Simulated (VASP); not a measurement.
Write the native input for VASP 6.6.1 that does the following.

```yaml
Task: single point
Functional: PBE
Potentials_or_basis: VASP PAW PBE potentials, release 64 (S, Zn)
Cutoff: 520 eV
k_mesh: 12 × 12 × 12
Occupations: gaussian, width 0.05 eV
Spin: no spin polarisation
Dipole_correction: no
Further_INCAR_settings: ALGO = Normal; EDIFF = 1e-06; NBANDS = 16
```

The structure of ZnS lies in POSCAR:

```
ZnS
1.0
    0.0000000000      2.5173718229      2.5173718229
    2.5173718229      0.0000000000      2.5173718229
    2.5173718229      2.5173718229      0.0000000000
S Zn
1 1
Direct
    0.0000000000      0.0000000000      0.0000000000
    0.5000000000      0.5000000000      0.5000000000
```

This cell differs from its parent crystal: volume scaled by 0.960.

These files were run (other wordings do the same):

INCAR

```
  PREC = Accurate
  ENCUT = 520
  EDIFF = 1E-6
  ISMEAR = 0
  SIGMA = 0.05
  LREAL = False
  LASPH = True
  NELM = 60
  ALGO = Normal
  ISIF = 2
  LWAVE = False
  LCHARG = False
  GGA = PE
  NBANDS = 16
```

KPOINTS

```
Automatic mesh
0
Gamma
  12 12 12
```

Potentials or basis: VASP PAW PBE potentials, release 64 (S, Zn).

Run with:

```bash
$ cat potpaw_PBE.64/S/POTCAR potpaw_PBE.64/Zn/POTCAR > POTCAR
$ mpirun -np 1 vasp_std > vasp.out
```

It gave:

```
Pressure               : 4.0 GPa
Band gap on the k mesh : zero (band 9 reaches 4.23 eV, above the bottom of band 10 at 3.94 eV)
```

Wall time 40 s on 1 thread of Intel(R) Xeon(R) Platinum 8259CL CPU @ 2.50GHz (Skylake/Cascade Lake), with other jobs on the host, peak memory 0.18 GiB.
